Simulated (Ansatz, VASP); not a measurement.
AlN in VASP and in Ansatz

INCAR

```
PREC     = Accurate       # precision mode
ENCUT    = 520            # plane-wave cutoff, eV
EDIFF    = 1E-7           # SCF threshold, eV
ISMEAR   = -1             # smearing method
SIGMA    = 0.02           # smearing width, eV
LREAL    = F              # projectors in reciprocal space
LASPH    = T              # aspherical terms in the spheres
NELM     = 80             # most SCF steps
ALGO     = Normal         # electronic algorithm
ISIF     = 2              # what is computed and relaxed
LWAVE    = F              # write WAVECAR
LCHARG   = F              # write CHGCAR
GGA      = PE             # functional
NBANDS   = 11             # bands
```

Contents of KPOINTS:

```
regular mesh
0
Gamma
  10 10 10
```

The input POSCAR:

```
AlN
1.0
    0.0000000000      2.1630276483      2.2073064882
    2.1630276483      0.0000000000      2.2073064882
    2.1630276483      2.1630276483      0.0000000000
Al N
1 1
Direct
    0.0000000000      0.0000000000      0.0000000000
    0.2500000000      0.2500000000      0.2500000000
```

Input for Ansatz:

```yaml
crystal:
  lattice:
    - [0.0, 2.1630276483, 2.2073064882]
    - [2.1630276483, 0.0, 2.2073064882]
    - [2.1630276483, 2.1630276483, 0.0]
  atoms:
    - { symbol: Al, position: [0.0, 0.0, 0.0] }
    - { symbol: "N", position: [0.25, 0.25, 0.25] }
kpoints:
  mp_grid: { grid: [10, 10, 10] }
  band_path:
    path:
      - [0.0, 0.0, 0.0]
      - [-0.5, -0.5, 0.0]
      - [-0.375, -0.375, 0.25]
      - [-0.375, 0.0, 0.375]
      - [0.0, 0.0, 0.5]
      - [-0.5, -0.25, 0.25]
      - [0.067708, 0.067708, 0.135417]
      - [0.0, 0.5, 0.5]
    npoints: 1
hamiltonian:
  xc: pbe
scf:
  occupations: { method: fermi_dirac, width: 0.02 }
  n_extra_bands: 4
output:
  forces: true
  stress: true
  eigenvalues: true
```

Change from the starting cell: epitaxial_xy strain -1.0%.

Alike in both runs: task single point; functional PBE; k mesh 10 × 10 × 10; occupations fermi-dirac, width 0.02 eV; no spin polarisation.

|  | VASP | Ansatz |
| --- | --- | --- |
| version | VASP 6.6.1 | Ansatz 0.2.0 |
| potentials or method | VASP PAW PBE potentials, release 64 (Al, N) | plane waves, PAW |
| plane-wave cutoff (eV) | 520 | 420 |
| valence electrons in the cell | 8 | 8 |

VASP gave:

- gap on the k mesh at the Fermi level (eV): 3.26
- pressure (GPa): 6.4
- traceless stress, the component that is largest in VASP (GPa): -1.88

Task: Estimate Ansatz's values.

Result: gap on the k mesh at the Fermi level (eV): 3.27; pressure (GPa): 6.7; traceless stress, the component that is largest in VASP (GPa): -1.87.
